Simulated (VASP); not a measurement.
# Sr (Im-3m) in VASP: a series of runs

Sr is run at these levels: PBE; tasks: single point, relaxation of cell and atoms.

Program: VASP 6.6.1. These are calculated values, not measurements. Logs are shortened: lines on timing, memory, paths and dates and some standing lists are left out, and cuts for length are marked.

**1. The cell of the first run**

Symmetry: Im-3m, No. 229, cubic system. The conventional cell has a = 4.197 Å, b = 4.197 Å, c = 4.197 Å, α = 90.00°, β = 90.00°, γ = 90.00°. Sr (site symmetry m-3m) has 14 Sr at 3.63 to 4.20 Å within 4.8 Å.

This isn't the form of Sr at room conditions, which is fcc.

**2. Single point, PBE**

The input, INCAR:

```
SYSTEM = Sr
ALGO = Normal
EDIFF = 1E-7
ENCUT = 520
GGA = PE
ISIF = 2
ISMEAR = -1
LASPH = .True.
LCHARG = .False.
LREAL = .False.
LWAVE = .False.
NBANDS = 11
NELM = 80
PREC = Accurate
SIGMA = 0.05
```

The input, KPOINTS:

```
k-points
0
Gamma
  13 13 13
  0 0 0
```

The input, POSCAR:

```
Sr
1.0
   -2.0984352352      2.0984352352      2.0984352352
    2.0984352352     -2.0984352352      2.0984352352
    2.0984352352      2.0984352352     -2.0984352352
Sr
1
Direct
    0.0000000000      0.0000000000      0.0000000000
```

Potentials or basis: VASP PAW PBE potentials, release 64 (Sr_sv).

Run with:

```
$ cat potpaw_PBE.64/Sr_sv/POTCAR > POTCAR
$ mpirun -np 1 vasp_std > vasp.out
```

OUTCAR:

```text
SYSTEM = Sr
   EDIFF = 1E-7
   ENCUT = 520
   GGA = PE
   ISIF = 2
   ISMEAR = -1
   LASPH = .True.
   LREAL = .False.
   NELM = 80
   PREC = Accurate

 ion  position               nearest neighbor table
   1  0.000  0.000  0.000-

  LATTYP: Found a body centered cubic cell.
 ALAT       =     4.1968704704

  Lattice vectors:

 A1 = (  -2.0984352352,   2.0984352352,   2.0984352352)
 A2 = (   2.0984352352,  -2.0984352352,   2.0984352352)
 A3 = (   2.0984352352,   2.0984352352,  -2.0984352352)

Analysis of symmetry for initial positions (statically):
=====================================================================
 Subroutine PRICEL returns:
 Original cell was already a primitive cell.

 Routine SETGRP: Setting up the symmetry group for a
 body centered cubic supercell.

 Subroutine GETGRP returns: Found 48 space group operations
 (whereof 48 operations were pure point group operations)
 out of a pool of 48 trial point group operations.

The static configuration has the point symmetry O_h .

Analysis of symmetry for dynamics (positions and initial velocities):
=====================================================================
 Subroutine PRICEL returns:
 Original cell was already a primitive cell.

 Routine SETGRP: Setting up the symmetry group for a
 body centered cubic supercell.

 Subroutine GETGRP returns: Found 48 space group operations
 (whereof 48 operations were pure point group operations)
 out of a pool of 48 trial point group operations.

The dynamic configuration has the point symmetry O_h .

 Subroutine INISYM returns: Found 48 space group operations
 (whereof 48 operations are pure point group operations),
 and found     1 'primitive' translations

----------------------------------------------------------------------------------------

                                     Primitive cell

  volume of cell :      36.9613

  direct lattice vectors                    reciprocal lattice vectors
    -2.098435235  2.098435235  2.098435235     0.000000000  0.238272781  0.238272781
     2.098435235 -2.098435235  2.098435235     0.238272781  0.000000000  0.238272781
     2.098435235  2.098435235 -2.098435235     0.238272781  0.238272781  0.000000000

  length of vectors
     3.634596444  3.634596444  3.634596444     0.336968599  0.336968599  0.336968599

  position of ions in fractional coordinates (direct lattice)
     0.000000000  0.000000000  0.000000000

  ion indices of the primitive-cell ions
   primitive index   ion index
                 1           1

----------------------------------------------------------------------------------------

 KPOINTS: k-points

Automatic generation of k-mesh.
 Grid dimensions read from file:
 generate k-points for:   13   13   13

 Generating k-lattice:

  Cartesian coordinates                     Fractional coordinates (reciprocal lattice)
     0.000000000  0.018328675  0.018328675     0.076923077  0.000000000  0.000000000
     0.018328675  0.000000000  0.018328675     0.000000000  0.076923077  0.000000000
     0.018328675  0.018328675  0.000000000     0.000000000  0.000000000  0.076923077

  Length of vectors
     0.025920661  0.025920661  0.025920661

  Shift w.r.t. Gamma in fractional coordinates (k-lattice)
     0.000000000  0.000000000  0.000000000

 Subroutine IBZKPT returns following result:
 ===========================================

 Found     84 irreducible k-points:

 Following reciprocal coordinates:
            Coordinates               Weight
  0.000000  0.000000  0.000000      1.000000
  0.076923  0.000000  0.000000     12.000000
  0.153846  0.000000  0.000000     12.000000
  0.230769  0.000000  0.000000     12.000000
  0.307692  0.000000  0.000000     12.000000
  0.384615  0.000000  0.000000     12.000000
[... 16 lines left out ...]
  0.153846  0.076923  0.076923     24.000000
  0.230769  0.076923  0.076923     24.000000
 [... further k-points ...]
   k-points           NKPTS =     84   k-points in BZ     NKDIM =     84   number of bands    NBANDS=     11
   number of dos      NEDOS =    301   number of ions     NIONS =      1
   total plane-waves  NPLWV =  21952
   dimension x,y,z NGX =    28 NGY =   28 NGZ =   28
   dimension x,y,z NGXF=    56 NGYF=   56 NGZF=   56
   ions per type =               1
   NGX,Y,Z   is equivalent  to a cutoff of  12.81, 12.81, 12.81 a.u.
   NGXF,Y,Z  is equivalent  to a cutoff of  25.61, 25.61, 25.61 a.u.
 SYSTEM =  Sr
   PREC   = accura    normal or accurate (medium, high low for compatibility)
   ISTART =      0    job   : 0-new  1-cont  2-samecut
   ICHARG =      2    charge: 1-file 2-atom 10-const
   ISPIN  =      1    spin polarized calculation?
   LNONCOLLINEAR =      F non collinear calculations
   LSORBIT =      F    spin-orbit coupling
   LASPH  =      T    aspherical Exc in radial PAW
   ENCUT  =  520.0 eV  38.22 Ry    6.18 a.u.   6.76  6.76  6.76*2*pi/ulx,y,z
   NELM   =     80;   NELMIN=  2; NELMDL= -5     # of ELM steps
   EDIFF  = 0.1E-06   stopping-criterion for ELM
   LREAL  =      F    real-space projection
   EDIFFG = 0.1E-05   stopping-criterion for IOM
   NSW    =      0    number of steps for IOM
   IBRION =     -1    ionic relax: 0-MD 1-quasi-New 2-CG
   NFREE  =      0    steps in history (QN), initial steepest desc. (CG)
   ISIF   =      2    stress and relaxation
   ISYM   =      2    0-nonsym 1-usesym 2-fastsym
   POTIM  = 0.5000    time-step for ionic-motion
   TEBEG  =    0.0;   TEEND  =   0.0 temperature during run
   PSTRESS=    0.0 pullay stress
   NELECT =      10.0000    total number of electrons
   NUPDOWN=      -1.0000    fix difference up-down
   EMIN   =  10.00;   EMAX   =-10.00  energy-range for DOS
   EFERMI =   0.00;   METHOD = LEGACY
   ISMEAR =    -1;   SIGMA  =   0.05  broadening in eV -4-tet -1-fermi 0-gaus
   EFERMI_NEDOS =   21; number of points for ismear=-14 and -15
   IALGO  =     38    algorithm
   IMIX   =      4    mixing-type and parameters
     AMIX     =   0.40;   BMIX     =  1.00
     AMIX_MAG =   1.60;   BMIX_MAG =  1.00
  volume/ion in A,a.u.               =      36.96       249.43
  Fermi-wavevector in a.u.,A,eV,Ry     =   1.058829  2.000897 15.253755  1.121119
  Thomas-Fermi vector in A             =   2.194153
   LORBIT       =      0    0 simple, 1 ext, 2 COOP (PROOUT), +10 PAW based schemes
   GGA     = PE    functional components
   LHFCALC =     F    Hartree Fock is set to
   AEXX    =    0.0000 exact exchange contribution
   IVDW    =     0    specifies the selected vdW correction
   LEPSILON=     F    determine dielectric tensor
   LRPA    =     F    only Hartree local field effects (RPA)
 non-spin polarized calculation
  energy-cutoff  :      520.00
  volume of cell :       36.96
 maximum number of plane-waves:      1009
   NGX = 13   NGY = 13   NGZ = 13

 number of electron      10.0000000 magnetization

 Free energy of the ion-electron system (eV)
  ---------------------------------------------------
  ext. energy  EPLUGINS =         0.00000000
  ---------------------------------------------------
  free energy    TOTEN  =        -1.29973894 eV

  energy without entropy =       -1.29267843  energy(sigma->0) =       -1.29620869

 E-fermi :   3.0298     XC(G=0):  -8.6691

 val. band max:        2.9876378854   @ k =   0.3077   0.2308   0.0769
 cond. band min:       3.0755337074   @ k =  -0.3846   0.3846   0.3077
 fundamental gap:      0.0878958220
 Fermi energy:         3.0297937945

 k-point     1 :       0.0000    0.0000    0.0000
  band No.  band energies     occupation
      1     -32.7888      2.00000
      2     -14.4832      2.00000
      3     -14.4832      2.00000
      4     -14.4832      2.00000
      5      -0.9738      2.00000
      6       6.0027      0.00000
      7       6.0027      0.00000
      8       6.0027      0.00000
      9       7.8650      0.00000
     10       7.8650      0.00000
     11      12.8596      0.00000

 k-point     2 :       0.0769    0.0000    0.0000
  band No.  band energies     occupation
      1     -32.7838      2.00000
      2     -14.5288      2.00000
      3     -14.4964      2.00000
      4     -14.4836      2.00000
      5      -0.8198      2.00000
      6       5.8614      0.00000
      7       5.9150      0.00000
      8       6.1576      0.00000
      9       7.6370      0.00000
     10       7.8498      0.00000
     11      13.0441      0.00000

 k-point     3 :       0.1538    0.0000    0.0000
  band No.  band energies     occupation
      1     -32.7698      2.00000
      2     -14.6526      2.00000
      3     -14.5329      2.00000
      4     -14.4849      2.00000
      5      -0.3832      2.00000
      6       5.5136      0.00000
      7       5.5399      0.00000
      8       6.6155      0.00000
      9       7.4089      0.00000
     10       7.8387      0.00000
     11      13.4377      0.00000

 k-point     4 :       0.2308    0.0000    0.0000
  band No.  band energies     occupation
      1     -32.7499      2.00000
      2     -14.8209      2.00000
      3     -14.5836      2.00000
      4     -14.4867      2.00000
      5       0.2595      2.00000
      6       4.9450      0.00000
      7       5.1007      0.00000
      8       7.3550      0.00000
      9       7.5085      0.00000
     10       7.8986      0.00000
     11      13.3931      0.00000

 k-point     5 :       0.3077    0.0000    0.0000
  band No.  band energies     occupation
      1     -32.7287      2.00000
      2     -14.9923      2.00000
      3     -14.6367      2.00000
      4     -14.4887      2.00000
      5       0.9702      2.00000
      6       4.4498      0.00000
      7       4.7286      0.00000
      8       7.7482      0.00000
      9       8.0765      0.00000
     10       8.3358      0.00000
     11      12.5624      0.00000
[... 211 lines left out ...]
 k-point    21 :       0.3077    0.3077    0.0000
  band No.  band energies     occupation
      1     -32.6896      2.00000
      2     -15.0398      2.00000
      3     -14.9264      2.00000
      4     -14.5731      2.00000
      5       3.1490      0.16874
      6       3.6250      0.00001
      7       3.8836      0.00000
      8       8.0934      0.00000
      9       8.4035      0.00000
     10      10.0590      0.00000
     11      11.7650      0.00000

 k-point    22 :       0.0769    0.0769    0.0769
  band No.  band energies     occupation
      1     -32.7616      2.00000
      2     -14.7347      2.00000
      3     -14.5146      2.00000
      4     -14.5146      2.00000
      5      -0.1084      2.00000
      6       5.2290      0.00000
      7       5.2290      0.00000
      8       7.0652      0.00000
      9       7.6823      0.00000
     10       7.6823      0.00000
     11      13.4616      0.00000

 k-point    23 :       0.1538    0.0769    0.0769
  band No.  band energies     occupation
      1     -32.7436      2.00000
      2     -14.8746      2.00000
      3     -14.5695      2.00000
      4     -14.5196      2.00000
      5       0.5177      2.00000
      6       4.7221      0.00000
      7       4.8197      0.00000
      8       7.6754      0.00000
      9       7.8622      0.00000
     10       7.9665      0.00000
     11      13.7608      0.00000

 k-point    24 :       0.2308    0.0769    0.0769
  band No.  band energies     occupation
      1     -32.7245      2.00000
      2     -15.0075      2.00000
      3     -14.6384      2.00000
      4     -14.5250      2.00000
      5       1.2358      2.00000
      6       4.2878      0.00000
      7       4.4909      0.00000
      8       7.8696      0.00000
      9       8.2216      0.00000
     10       8.7975      0.00000
     11      12.9395      0.00000

 [... further k-points ...]

------------------------ aborting loop because EDIFF is reached ----------------------------------------

  FORCE on cell =-STRESS in cart. coord.  units (eV):
  Direction    XX          YY          ZZ          XY          YZ          ZX
  --------------------------------------------------------------------------------------
  -------------------------------------------------------------------------------------
  Total        1.9033632      1.9033632      1.9033632     -0.0000000     -0.0000000      0.0000000
  in kB       82.5060032     82.5060032     82.5060032     -0.0000000     -0.0000000      0.0000000
  external PRESSURE =      82.5060032 kB  Pullay stress =       0.0000000 kB

 VOLUME and BASIS-vectors are now :
 -----------------------------------------------------------------------------
  energy-cutoff  :      520.00
  volume of cell :       36.96
      direct lattice vectors                 reciprocal lattice vectors
    -2.098435235  2.098435235  2.098435235     0.000000000  0.238272781  0.238272781
     2.098435235 -2.098435235  2.098435235     0.238272781  0.000000000  0.238272781
     2.098435235  2.098435235 -2.098435235     0.238272781  0.238272781  0.000000000

 POSITION                                       TOTAL-FORCE (eV/Angst)
 -----------------------------------------------------------------------------------
      0.00000      0.00000      0.00000         0.000000     -0.000000      0.000000
 -----------------------------------------------------------------------------------
    total drift:                                0.000000     -0.000000     -0.000000

  FREE ENERGIE OF THE ION-ELECTRON SYSTEM (eV)
  ---------------------------------------------------
  free  energy   TOTEN  =        -1.2997389447 eV

  energy  without entropy=       -1.2926784302  energy(sigma->0) =       -1.29620869
```

Wall time 16 s (1 thread of Intel Xeon 6975P-C (Granite Rapids), shared host); peak memory 0.17 GiB.

What came out:

| Property | Result |
| --- | --- |
| Free energy | -1.2997 eV |
| Pressure | 8.3 GPa |
| Band gap on the k mesh | zero (bands 5 and 6 overlap by 1.28 eV) |

Levels at points of the mesh, in eV from the Fermi level:
```csv
k point,band 1,band 2,band 3,band 4,band 5,band 6,band 7,band 8,band 9,band 10
"(0.00, 0.00, 0.00)",-35.82,-17.51,-17.51,-17.51,-4.00,2.97,2.97,2.97,4.84,4.84
```

Caveat: the cell stands under pressure.

**3. Relaxation of cell and atoms, PBE, target pressure 8.2 GPa, at which the enthalpy is minimised**

The input, INCAR:

```
SYSTEM = Sr
PREC = Accurate
ENCUT = 600
EDIFF = 1E-6
ISMEAR = -1
SIGMA = 0.05
LREAL = .False.
LASPH = .True.
NELM = 100
ALGO = Normal
ISIF = 3
LWAVE = .False.
LCHARG = .False.
GGA = PE
IBRION = 2
NSW = 32
EDIFFG = -0.005
PSTRESS = 82.0
```

The input, KPOINTS:

```
Automatic mesh
0
Gamma
  13 13 13
  0 0 0
```

POSCAR is that of step 2.

Potentials or basis: VASP PAW PBE potentials, release 64 (Sr_sv).

Run with:

```
$ cat potpaw_PBE.64/Sr_sv/POTCAR > POTCAR
$ mpirun -np 1 vasp_std > vasp.out
```

Run time: 22 s. Hardware: 1 thread of Intel Xeon 6975P-C (Granite Rapids), shared host; peak memory 0.19 GiB.

It converged, with:

* Free energy: -1.3031 eV
* Relaxed volume: 37.03 Å³/atom
* Relaxed cell: a = 3.637 Å, b = 3.637 Å, c = 3.637 Å, α = 109.47°, β = 109.47°, γ = 109.47°
* Space group after relaxing (to 0.1 Å): Im-3m (No. 229)
* Energy change on relaxing (the run minimises the enthalpy): -3.5 meV/atom
* Ionic steps: 2
* Pressure after relaxing: 8.2 GPa
* Band gap on the k mesh: zero (bands 5 and 6 overlap by 1.27 eV)

The path:
```csv
step,energy change (eV),largest force (eV/Å),pressure (GPa),volume (Å³)
1,0.0000,0.0000,8.26,36.96
2,-0.0035,0.0000,8.19,37.03
```

Final structure:
```
Sr
1.0
    -2.09973    2.09973    2.09973
     2.09973   -2.09973    2.09973
     2.09973    2.09973   -2.09973
Sr
1
Cartesian
  0.0000 0.0000 0.0000
```

Levels at points of the mesh, in eV from the Fermi level:
```tsv
k point	band 1	band 2	band 3	band 4	band 5	band 6	band 7	band 8	band 9
(0.00, 0.00, 0.00)	-35.82	-17.52	-17.52	-17.52	-4.00	2.97	2.97	2.97	4.83
```

Caveat: the cell is relaxed towards a set pressure, so the run minimises the enthalpy, not the energy.

**4. Relaxation of cell and atoms, PBE, target pressure 8.2 GPa, at which the enthalpy is minimised**

This run uses another cell than the first one, of 37.54 Å³/atom.

The input, INCAR:

```
PREC = Accurate ; ENCUT = 600
EDIFF = 1E-7 ; ISMEAR = -1
SIGMA = 0.05 ; LREAL = False
LASPH = True ; NELM = 60
ALGO = Normal ; ISIF = 3
LWAVE = False ; LCHARG = False
GGA = PE ; IBRION = 2
NSW = 60 ; EDIFFG = -0.005
PSTRESS = 82.0
```

The input, KPOINTS:

```
regular mesh
0
Gamma
  13 13 13
```

The input, POSCAR:

```
Sr
1.0
   -2.1092801689      2.1092801689      2.1092801689
    2.1092801689     -2.1092801689      2.1092801689
    2.1092801689      2.1092801689     -2.1092801689
Sr
1
Direct
    0.0000000000      0.0000000000      0.0000000000
```

Run with:

```
$ cat potpaw_PBE.64/Sr_sv/POTCAR > POTCAR
$ mpirun -np 1 vasp_std > vasp.out
```

Run time: 37 s. Hardware: 1 thread of Intel Xeon 6975P-C (Granite Rapids), shared host; peak memory 0.2 GiB.

It converged, with:

| Property | Result |
| --- | --- |
| Free energy | -1.3031 eV |
| Relaxed volume | 37.03 Å³/atom |
| Relaxed cell | a = 3.637 Å, b = 3.637 Å, c = 3.637 Å, α = 109.47°, β = 109.47°, γ = 109.47° |
| Space group after relaxing (to 0.1 Å) | Im-3m (No. 229) |
| Energy change on relaxing (the run minimises the enthalpy) | +25.3 meV/atom |
| Ionic steps | 3 |
| Pressure after relaxing | 8.2 GPa |
| Band gap on the k mesh | zero (bands 5 and 6 overlap by 1.27 eV) |

The path:
```tsv
step	energy change (eV)	largest force (eV/Å)	pressure (GPa)	volume (Å³)
1	0.0000	0.0000	7.73	37.54
2	0.0296	0.0000	8.29	36.94
3	0.0253	0.0000	8.19	37.03
```

Final structure:
```xyz
1
Lattice="-2.0997 2.0997 2.0997 2.0997 -2.0997 2.0997 2.0997 2.0997 -2.0997" Properties=species:S:1:pos:R:3 pbc="T T T"
Sr    0.0000    0.0000    0.0000
```

Levels at points of the mesh, in eV from the Fermi level:
| k point | band 2 | band 3 | band 4 | band 5 | band 6 | band 7 | band 8 | band 9 |
| --- | --- | --- | --- | --- | --- | --- | --- | --- |
| (0.00, 0.00, 0.00) | -17.52 | -17.52 | -17.52 | -4.00 | 2.97 | 2.97 | 2.97 | 4.83 |

Caveat: the cell is relaxed towards a set pressure, so the run minimises the enthalpy, not the energy.

**5. Overview**

```csv
task,cell,cutoff (eV),gap on the mesh (eV),pressure (GPa)
single point,"a = 3.635 Å, angles 109.5°, 1 atom",520,none,8.3
relaxation of cell and atoms,"relaxed to 8.2 GPa from a = 3.635 Å, angles 109.5°, 1 atom",600,none,8.2
relaxation of cell and atoms,"relaxed to 8.2 GPa from a = 3.653 Å, angles 109.5°, 1 atom",600,none,8.2
```

Alike in all rows: level PBE; potentials or basis VASP PAW PBE potentials, release 64 (Sr_sv); no spin polarisation; k mesh 13 × 13 × 13; smearing fermi-dirac 0.05 eV.

Caveats: the cell is relaxed towards a set pressure, so the run minimises the enthalpy, not the energy (at least some runs); the cell stands under pressure (at least some runs).

Total energies depend on the potentials used, so only differences within one code and one set of settings carry meaning.
